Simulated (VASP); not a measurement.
# Nb3Sn in VASP: further runs, part 2 of 2

VASP 6.6.1. Earlier steps stand in the parts before.

### Step 3. Relaxation of cell and atoms, PBEsol, target pressure 30 GPa, at which the enthalpy is minimised

Contents of INCAR:

```
SYSTEM = Nb3Sn
PREC     = Accurate       ! precision mode
ENCUT    = 600            ! plane-wave cutoff, eV
EDIFF    = 1E-6           ! SCF threshold, eV
ISMEAR   = -1             ! smearing method
SIGMA    = 0.05           ! smearing width, eV
LREAL    = .FALSE.        ! projectors in reciprocal space
LASPH    = .TRUE.         ! aspherical terms in the spheres
NELM     = 100            ! most SCF steps
ALGO     = Fast           ! electronic algorithm
ISIF     = 3              ! what is computed and relaxed
LWAVE    = .FALSE.        ! write WAVECAR
LCHARG   = .FALSE.        ! write CHGCAR
GGA      = PS             ! functional
IBRION   = 2              ! ionic algorithm
NSW      = 60             ! ionic steps
EDIFFG   = -0.01          ! ionic threshold
PSTRESS  = 300.0
```

Contents of KPOINTS:

```
regular mesh
0
G
  5 5 5
  0 0 0
```

Contents of POSCAR:

```
Nb3Sn
1.0
    5.2821000000      0.0000000000      0.0000000000
    0.0000000000      5.2821000000      0.0000000000
    0.0000000000      0.0000000000      5.2821000000
Sn Nb
2 6
Direct
    0.5000000000      0.5000000000      0.5000000000
    0.0000000000      0.0000000000      0.0000000000
    0.0000000000      0.5000000000      0.2500000000
    0.0000000000      0.5000000000      0.7500000000
    0.5000000000      0.2500000000      0.0000000000
    0.7500000000      0.0000000000      0.5000000000
    0.5000000000      0.7500000000      0.0000000000
    0.2500000000      0.0000000000      0.5000000000
```

Potentials or basis: VASP PAW PBE potentials, release 64 (Sn_d, Nb_sv).

Launch:

```console
$ cat potpaw_PBE.64/Sn_d/POTCAR potpaw_PBE.64/Nb_sv/POTCAR > POTCAR
$ mpirun -np 1 vasp_std > vasp.out
```

Wall time 52 min (1 thread of AMD EPYC 9R14 (Zen 4), shared host); peak memory 0.3 GiB.

It converged, with:

- Free energy: -74.4983 eV
- Relaxed volume: 15.98 Å³/atom
- Relaxed cell: a = 5.038 Å, b = 5.038 Å, c = 5.038 Å, α = 90.00°, β = 90.00°, γ = 90.00°
- Space group after relaxing (to 0.1 Å): Pm-3n (No. 223)
- Energy change on relaxing (the run minimises the enthalpy): +181.2 meV/atom
- Ionic steps: 8
- Pressure after relaxing: 30.0 GPa
- Band gap on the k mesh: zero (bands 53 and 54 overlap by 0.16 eV)

The path:
| step | energy change (eV) | largest force (eV/Å) | pressure (GPa) | volume (Å³) |
| --- | --- | --- | --- | --- |
| 1 | 0.0000 | 0.0000 | -2.44 | 147.37 |
| 2 | 42.0181 | 0.0000 | 338.13 | 81.28 |
| 3 | 0.9020 | 0.0000 | 20.76 | 131.75 |
| 4 | 1.2452 | 0.0000 | 27.17 | 129.04 |
| 5 | 1.4362 | 0.0000 | 29.78 | 127.91 |
| 6 | 1.5046 | 0.0000 | 30.67 | 127.54 |
| 7 | 1.3122 | 0.0000 | 28.22 | 128.59 |
| 8 | 1.4493 | 0.0000 | 29.99 | 127.83 |

Final structure:
```yaml
crystal:
  lattice:
    - [5.03752, 0.00000, 0.00000]
    - [0.00000, 5.03752, 0.00000]
    - [0.00000, 0.00000, 5.03752]
  atoms:
    - { symbol: Sn, position: [0.50000, 0.50000, 0.50000] }
    - { symbol: Sn, position: [0.00000, 0.00000, 0.00000] }
    - { symbol: Nb, position: [0.00000, 0.50000, 0.25000] }
    - { symbol: Nb, position: [0.00000, 0.50000, 0.75000] }
    - { symbol: Nb, position: [0.50000, 0.25000, 0.00000] }
    - { symbol: Nb, position: [0.75000, 0.00000, 0.50000] }
    - { symbol: Nb, position: [0.50000, 0.75000, 0.00000] }
    - { symbol: Nb, position: [0.25000, 0.00000, 0.50000] }
```

Levels at points of the mesh, in eV from the Fermi level:
```
           k point  band 51  band 52  band 53  band 54  band 55  band 56
(0.00, 0.00, 0.00)    -0.68    -0.68    -0.09    -0.09     2.76     2.76
```

Caveat: the cell is relaxed towards a set pressure, so the run minimises the enthalpy, not the energy; the PAW data sets were made with another functional, which shifts forces and pressure a little; spin-orbit coupling is left out, which moves the levels of the heavy elements.

### Step 4. Relaxation of cell and atoms, PBE

POSCAR is that of step 3.

Contents of INCAR.step1:

```
  GGA = PE
  ISMEAR = 1
  SIGMA = 0.1
  LWAVE = False
  LCHARG = False
  NSW = 60
  PREC = Accurate
  LASPH = True
  LREAL = False
  ALGO = Normal
  EDIFF = 1E-7
  NELM = 120
  GGA_COMPAT = False
  IBRION = 2
  ISIF = 3
  EDIFFG = -0.005
  NELMIN = 4
  ENCUT = 540
  KPAR = 2
```

Contents of INCAR.step3:

```
  GGA = PE
  ISMEAR = 1
  SIGMA = 0.1
  LWAVE = False
  LCHARG = False
  PREC = Accurate
  LASPH = True
  LREAL = False
  ALGO = Normal
  EDIFF = 1E-7
  NELM = 120
  GGA_COMPAT = False
  ISIF = 2
  ENCUT = 540
  KPAR = 2
```

Contents of KPOINTS:

```
k-points
0
Gamma
  6 6 6
```

Potentials or basis: VASP PAW PBE potentials, release 64 (Sn_d_GW, Nb_sv_GW).

Launch:

```console
$ cat potpaw_PBE.64/Sn_d_GW/POTCAR potpaw_PBE.64/Nb_sv_GW/POTCAR > POTCAR
$ cp INCAR.step1 INCAR
$ cp POSCAR.step1 POSCAR
$ mpirun -np 2 vasp_std > vasp.out
$ cp CONTCAR POSCAR
$ mpirun -np 2 vasp_std > vasp.out
$ cp CONTCAR POSCAR
$ cp INCAR.step3 INCAR
$ mpirun -np 2 vasp_std > vasp.out
```

It took 26 min on 2 MPI ranks of Intel Xeon Platinum 8259CL at 2.50GHz (Skylake/Cascade Lake), shared host; peak memory 0.38 GiB.

Results (log left out):

```yaml
Free_energy: -77.9346 eV
Relaxed_volume: 18.69 Å³/atom
Relaxed_cell: a = 5.308 Å, b = 5.308 Å, c = 5.308 Å, α = 90.00°, β = 90.00°, γ = 90.00°
Space_group_after_relaxing_to_0.1_Å: Pm-3n (No. 223)
Energy_gained_by_relaxing: 3.8 meV/atom
Ionic_steps: 4
Pressure_after_relaxing: 0.0 GPa
Band_gap_on_the_k_mesh: zero (bands 53 and 54 overlap by 0.56 eV)
```

Step by step:
```
step  energy change (eV)  largest force (eV/Å)  pressure (GPa)  volume (Å³)
   1              0.0000                0.0000            2.50       147.37
   2              0.0386                0.0000           -4.25       153.60
   3             -0.0167                0.0000           -0.03       149.55
   4             -0.0301                0.0000            0.01       149.55
```

Final structure:
```
Sn Nb
1.0
     5.30796    0.00000    0.00000
     0.00000    5.30796    0.00000
     0.00000    0.00000    5.30796
Sn Nb
2 6
Direct
  0.50000 0.50000 0.50000
  0.00000 0.00000 0.00000
  0.00000 0.50000 0.25000
  0.00000 0.50000 0.75000
  0.50000 0.25000 0.00000
  0.75000 0.00000 0.50000
  0.50000 0.75000 0.00000
  0.25000 0.00000 0.50000
```

Levels at points of the mesh, in eV from the Fermi level:
```
           k point  band 49  band 50  band 51  band 52  band 53  band 54  band 55  band 56  band 57  band 58
(0.00, 0.00, 0.00)    -1.34    -0.54    -0.54    -0.54    -0.06    -0.06     2.35     2.35     2.35     2.40
(0.50, 0.00, 0.00)    -0.99    -0.99    -0.82    -0.82    -0.38    -0.38     1.49     1.49     2.16     2.16
(0.50, 0.50, 0.00)     0.09     0.09     0.18     0.18     0.18     0.58     0.61     0.61     0.75     0.91
(0.50, 0.50, 0.50)     0.04     0.04     0.04     0.04     0.11     0.11     0.11     0.11     0.11     0.11
```

Caveat: spin-orbit coupling is left out, which moves the levels of the heavy elements. PBE usually gives volumes a little too large and moduli too small.

### Step 5. Relaxation of the atoms, PBEsol

This run uses another cell than the first one, of 17.68 Å³/atom.

Contents of INCAR:

```
SYSTEM = Nb3Sn
ALGO = Fast
EDIFF = 1E-6
EDIFFG = -0.01
ENCUT = 520
GGA = PS
IBRION = 2
ISIF = 2
ISMEAR = -1
LASPH = .TRUE.
LCHARG = .FALSE.
LREAL = .FALSE.
LWAVE = .FALSE.
NELM = 60
NSW = 60
PREC = Accurate
SIGMA = 0.05
```

Contents of KPOINTS:

```
k-points
0
G
  4 4 5
  0 0 0
```

Changes to POSCAR since step 4:

```diff
@@ -4,3 +4,3 @@
     0.0000000000      5.2821000000      0.0000000000
-    0.0000000000      0.0000000000      5.2821000000
+    0.0000000000      0.0000000000      5.0708160000
 Sn Nb
```

Potentials or basis: VASP PAW PBE potentials, release 64 (Sn_d, Nb_sv).

Launch:

```console
$ cat potpaw_PBE.64/Sn_d/POTCAR potpaw_PBE.64/Nb_sv/POTCAR > POTCAR
$ mpirun -np 1 vasp_std > vasp.out
```

Run time: 20 min. Hardware: 1 thread of Intel Xeon Platinum 8559C (Emerald Rapids), shared host; peak memory 0.35 GiB.

The run converged. Its results:

* Free energy: -75.8465 eV
* Energy gained by relaxing: 7.3 meV/atom
* Ionic steps: 4
* Pressure after relaxing: 5.3 GPa
* Band gap on the k mesh: zero (bands 53 and 54 overlap by 0.98 eV)

Stress tensor (GPa, compression positive):
```
 2.57  0.00  0.00
 0.00  2.57  0.00
 0.00  0.00 10.83
```

Step by step:
```tsv
step	energy change (eV)	largest force (eV/Å)	pressure (GPa)
1	0.0000	0.5671	5.16
2	-0.0499	0.2682	5.22
3	-0.0577	0.0502	5.30
4	-0.0584	0.0014	5.32
```

Final structure:
```
CELL_PARAMETERS angstrom
5.28210 0.00000 0.00000
0.00000 5.28210 0.00000
0.00000 0.00000 5.07082
ATOMIC_POSITIONS crystal
Sn 0.50000 0.50000 0.50000
Sn 0.00000 0.00000 0.00000
Nb 0.00000 0.50000 0.25000
Nb 0.00000 0.50000 0.75000
Nb 0.50000 0.24210 0.00000
Nb 0.74210 0.00000 0.50000
Nb 0.50000 0.75790 0.00000
Nb 0.25790 0.00000 0.50000
```

Levels at points of the mesh, in eV from the Fermi level:
```
           k point  band 51  band 52  band 53  band 54  band 55  band 56
(0.00, 0.00, 0.00)    -0.50    -0.50    -0.26     0.12     2.46     2.46
(0.50, 0.00, 0.00)    -0.94    -0.83    -0.45    -0.44     1.56     1.67
(0.50, 0.50, 0.00)     0.16     0.16     0.54     0.69     0.69     0.81
```

Caveat: the PAW data sets were made with another functional, which shifts forces and pressure a little; spin-orbit coupling is left out, which moves the levels of the heavy elements.

### Step 6. Relaxation of the atoms, PBEsol

This run uses another cell than the first one, of 18.79 Å³/atom.

Contents of INCAR:

```
PREC = Accurate
ENCUT = 520
EDIFF = 1E-6
ISMEAR = -1
SIGMA = 0.05
LREAL = F
LASPH = T
NELM = 100
ALGO = Fast
ISIF = 2
LWAVE = F
LCHARG = F
GGA = PS
IBRION = 2
NSW = 60
EDIFFG = -0.01
```

Contents of KPOINTS:

```
Automatic mesh
0
Gamma
  4 4 4
```

Changes to POSCAR since step 5:

```diff
@@ -4,3 +4,3 @@
     0.0000000000      5.2821000000      0.0000000000
-    0.0000000000      0.0000000000      5.0708160000
+    0.0000000000      0.0000000000      5.3877420000
 Sn Nb
```

Potentials or basis: VASP PAW PBE potentials, release 64 (Sn_d, Nb_sv).

Launch:

```console
$ cat potpaw_PBE.64/Sn_d/POTCAR potpaw_PBE.64/Nb_sv/POTCAR > POTCAR
$ mpirun -np 1 vasp_std > vasp.out
```

Wall time 37 min (1 thread of Oxide Virtual Turin-like, shared host); peak memory 0.3 GiB.

Results (log left out):

```yaml
Free_energy: -75.9245 eV
Energy_gained_by_relaxing: 3.1 meV/atom
Ionic_steps: 5
Pressure_after_relaxing: -5.8 GPa
Largest_force_after_relaxing: 0.003 eV/Å
Band_gap_on_the_k_mesh: zero (bands 53 and 54 overlap by 0.86 eV)
```

Forces on the atoms (eV/Å):
```
Sn   0.000  0.000  0.000
Sn   0.000  0.000  0.000
Nb   0.000  0.000  0.000
Nb   0.000  0.000  0.000
Nb   0.000  0.003  0.000
Nb   0.003  0.000  0.000
Nb   0.000 -0.003  0.000
Nb  -0.003  0.000  0.000
```

Stress tensor (GPa, compression positive):
```
-5.51  0.00  0.00
 0.00 -5.51  0.00
 0.00  0.00 -6.45
```

Step by step:
```
step  energy change (eV)  largest force (eV/Å)  pressure (GPa)
   1              0.0000                0.2428           -5.87
   2             -0.0116                0.2196           -5.87
   3             -0.0214                0.1439           -5.79
   4             -0.0244                0.0530           -5.83
   5             -0.0250                0.0031           -5.83
```

Final structure:
```xyz
8
Lattice="5.2821 0.0000 0.0000 0.0000 5.2821 0.0000 0.0000 0.0000 5.3877" Properties=species:S:1:pos:R:3 pbc="T T T"
Sn    2.6410    2.6410    2.6939
Sn    0.0000    0.0000    0.0000
Nb    0.0000    2.6410    1.3469
Nb    0.0000    2.6410    4.0408
Nb    2.6410    1.3572    0.0000
Nb    3.9983    0.0000    2.6939
Nb    2.6410    3.9249    0.0000
Nb    1.2838    0.0000    2.6939
```

Levels at points of the mesh, in eV from the Fermi level:
```tsv
k point	band 50	band 51	band 52	band 53	band 54	band 55	band 56	band 57
(0.00, 0.00, 0.00)	-0.59	-0.59	-0.48	-0.25	0.06	2.28	2.29	2.32
(0.50, 0.00, 0.00)	-0.89	-0.85	-0.82	-0.34	-0.33	1.35	1.52	2.03
(0.50, 0.50, 0.00)	0.10	0.10	0.25	0.25	0.41	0.55	0.57	0.57
(0.00, 0.00, 0.50)	-1.00	-0.83	-0.83	-0.55	-0.55	1.45	1.45	2.13
(0.50, 0.00, 0.50)	0.02	0.06	0.23	0.31	0.53	0.64	0.67	0.75
(0.50, 0.50, 0.50)	-0.18	-0.02	-0.02	0.12	0.12	0.13	0.13	0.18
```

Caveat: the PAW data sets were made with another functional, which shifts forces and pressure a little; spin-orbit coupling is left out, which moves the levels of the heavy elements.

### Step 7. Summary

| task | level | potentials or basis | cell | k mesh | cutoff (eV) | smearing | dipole correction | tolerance level | purpose | passes | gap on the mesh (eV) | pressure (GPa) |
| --- | --- | --- | --- | --- | --- | --- | --- | --- | --- | --- | --- | --- |
| relaxation of cell and atoms | PBEsol | VASP PAW PBE potentials, release 64 (Sn_d, Nb_sv) | relaxed to 20 GPa from a = 5.282 Å, 8 atoms | 5 × 5 × 5 | 600 | fermi-dirac 0.05 eV | no | - | - | - | none | 20.0 |
| relaxation of cell and atoms | PBEsol | VASP PAW PBE potentials, release 64 (Sn_d, Nb_sv) | relaxed to 30 GPa from a = 5.282 Å, 8 atoms | 5 × 5 × 5 | 600 | fermi-dirac 0.05 eV | no | - | - | - | none | 30.0 |
| relaxation of cell and atoms | PBE | VASP PAW PBE potentials, release 64 (Sn_d_GW, Nb_sv_GW) | relaxed from a = 5.282 Å, 8 atoms | 6 × 6 × 6 | 540 | methfessel-paxton 0.1 eV | - | standard | choice of potentials | 2 | none | 0.0 |
| relaxation of the atoms | PBEsol | VASP PAW PBE potentials, release 64 (Sn_d, Nb_sv) | atoms relaxed from a = 5.282, b = 5.282, c = 5.071 Å, 8 atoms | 4 × 4 × 5 | 520 | fermi-dirac 0.05 eV | no | - | - | - | none | 5.3 |
| relaxation of the atoms | PBEsol | VASP PAW PBE potentials, release 64 (Sn_d, Nb_sv) | atoms relaxed from a = 5.282, b = 5.282, c = 5.388 Å, 8 atoms | 4 × 4 × 4 | 520 | fermi-dirac 0.05 eV | no | - | - | - | none | -5.8 |

Alike in all rows: no spin polarisation.

Caveats: spin-orbit coupling is left out, which moves the levels of the heavy elements; the PAW data sets were made with another functional, which shifts forces and pressure a little (at least some runs); the cell is relaxed towards a set pressure, so the run minimises the enthalpy, not the energy (at least some runs).

Total energies depend on the potentials used, so only differences within one code and one set of settings carry meaning.
